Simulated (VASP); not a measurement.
# B3P2 (P1) in VASP: single point with PBE

Aim: the single point of B3P2 with PBE.

Program: VASP 6.6.1. These are calculated values, not measurements. Logs are shortened: lines on timing, memory, paths and dates and some standing lists are left out, and cuts for length are marked.

### Step 1. The cell of the first run

The typed cell holds 5 atoms: a = 3.045 Å, b = 4.544 Å, c = 5.076 Å, α = 78.24°, β = 72.52°, γ = 89.98°.

The cell was generated, and may not be a known phase.

### Step 2. Single point, PBE

Input file INCAR:

```
SYSTEM = B3P2
  PREC = Accurate
  ENCUT = 520
  EDIFF = 1E-6
  ISMEAR = 0
  SIGMA = 0.1
  LREAL = .False.
  LASPH = .True.
  NELM = 60
  ALGO = Normal
  ISIF = 2
  LWAVE = .False.
  LCHARG = .False.
  GGA = PE
  NBANDS = 18
```

Input file KPOINTS:

```
Automatic mesh
0
Gamma
  14 8 8
  0 0 0
```

Input file POSCAR:

```
B3P2
1.0
    3.0448144016     -0.0206277625      0.0096943929
    0.0323250684      4.5440853926     -0.0136103789
    1.5171814029      1.0376164745      4.7318053558
B P
3 2
Direct
    0.2972943238      0.8183365231      0.8226826954
    0.8493044430      0.9806770496      0.7186459680
    0.1273414625      0.6469824959      0.1626789377
    0.0369323001      0.2411011225      0.3431104952
    0.6371979466      0.9640544454      0.1427158889
```

Potentials or basis: VASP PAW PBE potentials, release 64 (B, P).

Run with:

```bash
> cat potpaw_PBE.64/B/POTCAR potpaw_PBE.64/P/POTCAR > POTCAR
> mpirun -np 1 vasp_std > vasp.out
```

OUTCAR:

```text
SYSTEM = B3P2
   PREC = Accurate
   ENCUT = 520
   EDIFF = 1E-6
   ISMEAR = 0
   LREAL = .False.
   LASPH = .True.
   NELM = 60
   ISIF = 2
   GGA = PE

 ion  position               nearest neighbor table
   1  0.297  0.818  0.823-   3 1.66   2 1.72   2 1.72   5 2.36   5 2.37
   2  0.849  0.981  0.719-   1 1.72   1 1.72   4 1.95   5 2.04
   3  0.127  0.647  0.163-   1 1.66   4 1.86   5 2.08   5 2.08
   4  0.037  0.241  0.343-   3 1.86   2 1.95   5 2.32   5 2.32
   5  0.637  0.964  0.143-   2 2.04   3 2.08   3 2.08   4 2.32   4 2.32   1 2.36   1 2.37

  LATTYP: Found a triclinic cell.
 ALAT       =     5.0762652888
 B/A-ratio  =     0.5998306893
 C/A-ratio  =     0.8951897684
 COS(alpha) =     0.0003293832
 COS(beta)  =     0.2037335883
 COS(gamma) =     0.3004521304

  Lattice vectors:

 A1 = (   1.5171814029,   1.0376164745,   4.7318053558)
 A2 = (   3.0448144016,  -0.0206277625,   0.0096943929)
 A3 = (   0.0323250684,   4.5440853926,  -0.0136103789)

Analysis of symmetry for initial positions (statically):
=====================================================================
 Subroutine PRICEL returns:
 Original cell was already a primitive cell.

 Routine SETGRP: Setting up the symmetry group for a
 triclinic supercell.

 Subroutine GETGRP returns: Found  1 space group operations
 (whereof  1 operations were pure point group operations)
 out of a pool of  2 trial point group operations.

The static configuration has the point symmetry C_1 .

Analysis of symmetry for dynamics (positions and initial velocities):
=====================================================================
 Subroutine PRICEL returns:
 Original cell was already a primitive cell.

 Routine SETGRP: Setting up the symmetry group for a
 triclinic supercell.

 Subroutine GETGRP returns: Found  1 space group operations
 (whereof  1 operations were pure point group operations)
 out of a pool of  2 trial point group operations.

The dynamic configuration has the point symmetry C_1 .

 Subroutine INISYM returns: Found  1 space group operations
 (whereof  1 operations are pure point group operations),
 and found     1 'primitive' translations

----------------------------------------------------------------------------------------

                                     Primitive cell

  volume of cell :      65.4488

  direct lattice vectors                    reciprocal lattice vectors
     3.044814402 -0.020627763  0.009694393     0.328743025 -0.002652535 -0.104824787
     0.032325068  4.544085393 -0.013610379     0.001645035  0.219908569 -0.048750224
     1.517181403  1.037616475  4.731805356    -0.000668788  0.000637971  0.211410366

  length of vectors
     3.044899707  4.544220748  5.076265289     0.345061224  0.225253344  0.211412387

  position of ions in fractional coordinates (direct lattice)
     0.297294324  0.818336523  0.822682695
     0.849304443  0.980677050  0.718645968
     0.127341462  0.646982496  0.162678938
     0.036932300  0.241101122  0.343110495
     0.637197947  0.964054445  0.142715889

  ion indices of the primitive-cell ions
   primitive index   ion index
                 1           1
                 2           2
                 3           3
                 4           4
                 5           5

----------------------------------------------------------------------------------------

 KPOINTS: Automatic mesh

Automatic generation of k-mesh.
 Grid dimensions read from file:
 generate k-points for:   14    8    8

 Generating k-lattice:

  Cartesian coordinates                     Fractional coordinates (reciprocal lattice)
     0.023481645 -0.000189467 -0.007487485     0.071428571 -0.000000000  0.000000000
     0.000205629  0.027488571 -0.006093778     0.000000000  0.125000000  0.000000000
    -0.000083598  0.000079746  0.026426296     0.000000000 -0.000000000  0.125000000

  Length of vectors
     0.024647230  0.028156668  0.026426548

  Shift w.r.t. Gamma in fractional coordinates (k-lattice)
     0.000000000  0.000000000  0.000000000

 Subroutine IBZKPT returns following result:
 ===========================================

 Found    452 irreducible k-points:

 Following reciprocal coordinates:
            Coordinates               Weight
  0.000000  0.000000  0.000000      1.000000
  0.071429 -0.000000  0.000000      2.000000
  0.142857  0.000000  0.000000      2.000000
  0.214286  0.000000  0.000000      2.000000
  0.285714 -0.000000  0.000000      2.000000
  0.357143  0.000000  0.000000      2.000000
[... 16 lines left out ...]
 -0.000000  0.250000  0.000000      2.000000
  0.071429  0.250000  0.000000      2.000000
 [... further k-points ...]
   k-points           NKPTS =    452   k-points in BZ     NKDIM =    452   number of bands    NBANDS=     18
   number of dos      NEDOS =    301   number of ions     NIONS =      5
   total plane-waves  NPLWV =  34560
   dimension x,y,z NGX =    24 NGY =   36 NGZ =   40
   dimension x,y,z NGXF=    48 NGYF=   72 NGZF=   80
   ions per type =               3   2
   NGX,Y,Z   is equivalent  to a cutoff of  13.10, 13.17, 13.10 a.u.
   NGXF,Y,Z  is equivalent  to a cutoff of  26.21, 26.34, 26.20 a.u.
 SYSTEM =  B3P2
   PREC   = accura    normal or accurate (medium, high low for compatibility)
   ISTART =      0    job   : 0-new  1-cont  2-samecut
   ICHARG =      2    charge: 1-file 2-atom 10-const
   ISPIN  =      1    spin polarized calculation?
   LNONCOLLINEAR =      F non collinear calculations
   LSORBIT =      F    spin-orbit coupling
   LASPH  =      T    aspherical Exc in radial PAW
   ENCUT  =  520.0 eV  38.22 Ry    6.18 a.u.   5.66  8.45  9.44*2*pi/ulx,y,z
   NELM   =     60;   NELMIN=  2; NELMDL= -5     # of ELM steps
   EDIFF  = 0.1E-05   stopping-criterion for ELM
   LREAL  =      F    real-space projection
   EDIFFG = 0.1E-04   stopping-criterion for IOM
   NSW    =      0    number of steps for IOM
   IBRION =     -1    ionic relax: 0-MD 1-quasi-New 2-CG
   NFREE  =      0    steps in history (QN), initial steepest desc. (CG)
   ISIF   =      2    stress and relaxation
   ISYM   =      2    0-nonsym 1-usesym 2-fastsym
   POTIM  = 0.5000    time-step for ionic-motion
   TEBEG  =    0.0;   TEEND  =   0.0 temperature during run
   PSTRESS=    0.0 pullay stress
   NELECT =      19.0000    total number of electrons
   NUPDOWN=      -1.0000    fix difference up-down
   EMIN   =  10.00;   EMAX   =-10.00  energy-range for DOS
   EFERMI =   0.00;   METHOD = LEGACY
   ISMEAR =     0;   SIGMA  =   0.10  broadening in eV -4-tet -1-fermi 0-gaus
   EFERMI_NEDOS =   21; number of points for ismear=-14 and -15
   IALGO  =     38    algorithm
   IMIX   =      4    mixing-type and parameters
     AMIX     =   0.40;   BMIX     =  1.00
     AMIX_MAG =   1.60;   BMIX_MAG =  1.00
  volume/ion in A,a.u.               =      13.09        88.33
  Fermi-wavevector in a.u.,A,eV,Ry     =   1.083990  2.048445 15.987320  1.175035
  Thomas-Fermi vector in A             =   2.220070
   LORBIT       =      0    0 simple, 1 ext, 2 COOP (PROOUT), +10 PAW based schemes
   GGA     = PE    functional components
   LHFCALC =     F    Hartree Fock is set to
   AEXX    =    0.0000 exact exchange contribution
   IVDW    =     0    specifies the selected vdW correction
   LEPSILON=     F    determine dielectric tensor
   LRPA    =     F    only Hartree local field effects (RPA)
 non-spin polarized calculation
 Gauss-broadening in eV      SIGMA  =   0.10
  energy-cutoff  :      520.00
  volume of cell :       65.45
 maximum number of plane-waves:      1788
   NGX = 11   NGY = 17   NGZ = 19

 number of electron      19.0000001 magnetization

 Free energy of the ion-electron system (eV)
  ---------------------------------------------------
  ext. energy  EPLUGINS =         0.00000000
  ---------------------------------------------------
  free energy    TOTEN  =       -28.36154601 eV

  energy without entropy =      -28.35481457  energy(sigma->0) =      -28.35818029

 E-fermi :   5.2102     XC(G=0):  -9.9409

 val. band max:        5.2081426792   @ k =   0.4286   0.0000   0.5000
 cond. band min:       5.2190729479   @ k =   0.2143   0.1250   0.3750
 fundamental gap:      0.0109302687
 Fermi energy:         5.2101576394

 k-point     1 :       0.0000    0.0000    0.0000
  band No.  band energies     occupation
      1     -10.3453      2.00000
      2      -5.9511      2.00000
      3      -3.2756      2.00000
      4      -2.6130      2.00000
      5      -0.2902      2.00000
      6       1.7133      2.00000
[... 10 lines left out ...]
     17      12.4848      0.00000
     18      13.7748      0.00000

 k-point     2 :       0.0714   -0.0000    0.0000
  band No.  band energies     occupation
      1     -10.2697      2.00000
      2      -5.9144      2.00000
      3      -3.2027      2.00000
      4      -2.5706      2.00000
      5      -0.2196      2.00000
      6       1.5040      2.00000
[... 10 lines left out ...]
     17      12.9043      0.00000
     18      13.8431      0.00000

 k-point     3 :       0.1429    0.0000    0.0000
  band No.  band energies     occupation
      1     -10.0436      2.00000
      2      -5.8058      2.00000
      3      -2.9965      2.00000
      4      -2.4569      2.00000
      5      -0.0461      2.00000
      6       0.4929      2.00000
[... 10 lines left out ...]
     17      13.1788      0.00000
     18      13.9843      0.00000

 k-point     4 :       0.2143    0.0000    0.0000
  band No.  band energies     occupation
      1      -9.6688      2.00000
      2      -5.6343      2.00000
      3      -2.7389      2.00000
      4      -2.3285      2.00000
      5      -0.7200      2.00000
      6       0.3510      2.00000
[... 375 lines left out ...]
      4      -2.5170      2.00000
      5       0.0782      2.00000
      6       1.4583      2.00000
[... 10 lines left out ...]
     17      12.5315      0.00000
     18      14.1701      0.00000

 k-point    23 :      -0.0000    0.2500    0.0000
  band No.  band energies     occupation
      1     -10.1223      2.00000
      2      -6.6622      2.00000
      3      -3.3459      2.00000
      4      -2.3951      2.00000
      5       0.4967      2.00000
      6       1.7599      2.00000
[... 10 lines left out ...]
     17      12.2977      0.00000
     18      14.3845      0.00000

 k-point    24 :       0.0714    0.2500    0.0000
  band No.  band energies     occupation
      1     -10.0403      2.00000
      2      -6.6433      2.00000
      3      -3.3263      2.00000
      4      -2.2282      2.00000
      5       0.4783      2.00000
      6       1.7161      2.00000
[... 10 lines left out ...]
     17      12.2735      0.00000
     18      14.3831      0.00000

 [... further k-points ...]
[... 5 lines left out ...]
  --------------------------------------------------------------------------------------
  -------------------------------------------------------------------------------------
  Total       -0.0671391     -0.0789937     -0.0761185     -0.0037204     -0.0041362      0.0000830
  in kB       -1.6435542     -1.9337535     -1.8633689     -0.0910756     -0.1012537      0.0020308
  external PRESSURE =      -1.8135589 kB  Pullay stress =       0.0000000 kB

 VOLUME and BASIS-vectors are now :
 -----------------------------------------------------------------------------
  energy-cutoff  :      520.00
  volume of cell :       65.45
      direct lattice vectors                 reciprocal lattice vectors
     3.044814402 -0.020627763  0.009694393     0.328743025 -0.002652535 -0.104824787
     0.032325068  4.544085393 -0.013610379     0.001645035  0.219908569 -0.048750224
     1.517181403  1.037616475  4.731805356    -0.000668788  0.000637971  0.211410366

 POSITION                                       TOTAL-FORCE (eV/Angst)
 -----------------------------------------------------------------------------------
      2.17982      4.56609      3.88452         0.000892      0.003200     -0.002494
      3.70799      5.18444      3.39538        -0.000999      0.008404     -0.003625
      0.65546      3.10612      0.76219        -0.000194     -0.014504      0.018238
      0.64081      1.45084      1.62061         0.000129     -0.010495     -0.013089
      2.18784      4.51569      0.66836         0.000172      0.013395      0.000970
 -----------------------------------------------------------------------------------
    total drift:                                0.000028     -0.000030      0.000076

  FREE ENERGIE OF THE ION-ELECTRON SYSTEM (eV)
  ---------------------------------------------------
  free  energy   TOTEN  =       -28.3615460065 eV

  energy  without entropy=      -28.3548145725  energy(sigma->0) =      -28.35818029
```

Wall time 4.9 min (1 thread of Intel Xeon Platinum 8488C (Sapphire Rapids), shared host); peak memory 0.5 GiB.

What came out:

| Property | Result |
| --- | --- |
| Free energy | -28.3615 eV |
| Pressure | -0.2 GPa |
| Largest force | 0.023 eV/Å |
| Band gap on the k mesh | zero (an odd number of electrons rules out a gap without spin polarisation) |

Forces on the atoms (eV/Å):
```
B    0.001  0.003 -0.002
B   -0.001  0.008 -0.004
B    0.000 -0.015  0.018
P    0.000 -0.010 -0.013
P    0.000  0.013  0.001
```

Caveat: an odd number of electrons without spin polarisation forces a metal; a magnetic or distorted state may lie lower.
